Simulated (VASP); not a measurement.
Set up this calculation in VASP 6.6.1, as the native input.

* Task: single point
* Functional: r2SCAN
* Potentials or basis: VASP PAW PBE potentials, release 64 (Cu)
* Cutoff: 520 eV
* k mesh: 30 × 30 × 14
* Occupations: gaussian, width 0.15 eV
* Spin: no spin polarisation
* Dipole correction: no
* Further INCAR settings: ALGO = Normal; EDIFF = 1e-06; NBANDS = 18

Cu:

```xyz
2
Lattice="2.5305 0.0000 0.0000 -1.2653 2.1915 0.0000 0.0000 0.0000 4.1299" Properties=species:S:1:pos:R:3 pbc="T T T"
Cu    0.0000    1.4610    0.9725
Cu    1.2653    0.7305    3.1574
```

This cell differs from its parent crystal: atoms displaced along a vibrational mode.

One way to write it, as run:

POSCAR

```
Cu
1.0
    2.5305027254      0.0000000000      0.0000000000
   -1.2652513627      2.1914796445      0.0000000000
    0.0000000000      0.0000000000      4.1298555601
Cu
2
Direct
    0.3333333333      0.6666666667      0.2354716469
    0.6666666667      0.3333333333      0.7645283531
```

INCAR.step1

```
PREC = Accurate
ENCUT = 520
ISMEAR = 0
SIGMA = 0.15
LREAL = F
LASPH = T
NELM = 80
NBANDS = 18
GGA = PE
ALGO = Normal
EDIFF = 1E-4
LWAVE = T
LCHARG = F
```

INCAR.step2

```
PREC = Accurate
ENCUT = 520
EDIFF = 1E-6
ISMEAR = 0
SIGMA = 0.15
LREAL = F
LASPH = T
NELM = 80
ALGO = Normal
ISIF = 2
LWAVE = F
LCHARG = F
METAGGA = R2SCAN
LMIXTAU = T
NBANDS = 18
ISTART = 1
```

KPOINTS

```
regular mesh
0
Gamma
  30 30 14
```

Potentials or basis: VASP PAW PBE potentials, release 64 (Cu).

Run with:

```sh
$ cat potpaw_PBE.64/Cu/POTCAR > POTCAR
$ cp INCAR.step1 INCAR
$ mpirun -np 1 vasp_std > vasp.out
$ cp INCAR.step2 INCAR
$ mpirun -np 1 vasp_std > vasp.out
```

It gave:

| Property | Result |
| --- | --- |
| Pressure | 2.4 GPa |
| Largest force | 0.980 eV/Å |
| Band gap on the k mesh | zero (bands 11 and 12 overlap by 6.30 eV) |

Caveat: the cell differs from its parent crystal (atoms displaced along a vibrational mode); the PAW data sets were made with another functional, which shifts forces and pressure a little.

It took 9.6 min on 1 thread of Intel(R) Xeon(R) 6975P-C (Granite Rapids), on a shared host, peak memory 0.48 GiB.
